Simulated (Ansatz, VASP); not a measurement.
# Ti3Al: VASP beside Ansatz

```
Ti Al
1.0
     0.00000    3.23178    3.23178
     3.23178    0.00000    3.23178
     3.23178    3.23178    0.00000
Ti Al
3 1
Direct
  0.75000 0.75000 0.75000
  0.25000 0.25000 0.25000
  0.00000 0.00000 0.00000
  0.50000 0.50000 0.50000
```

Alike in both runs: task single point; functional PBE; k mesh 6 × 6 × 6; occupations gaussian, width 0.1 eV; collinear spin.

|  | VASP | Ansatz |
| --- | --- | --- |
| version | VASP 6.6.1 | Ansatz 0.2.0 |
| potentials or method | VASP PAW PBE potentials, release 64 (Ti_sv, Al), cutoff 520 eV | scalar-relativistic, plane waves, PAW |
| valence electrons in the cell | 39 | 39 |

```csv
,VASP,Ansatz,Ansatz less VASP
gap on the k mesh at the Fermi level (eV),none,none,-
pressure (GPa),-0.1,0.0,+0.13
net moment per atom (μB),0.52,0.52,+0.001
size of the moment on the site where the two differ most (μB),1.04,1.05,+0.016
```

Site moments also hang on the region over which each program counts them. A gap of «none» marks a metal or a gap that the smearing closes.
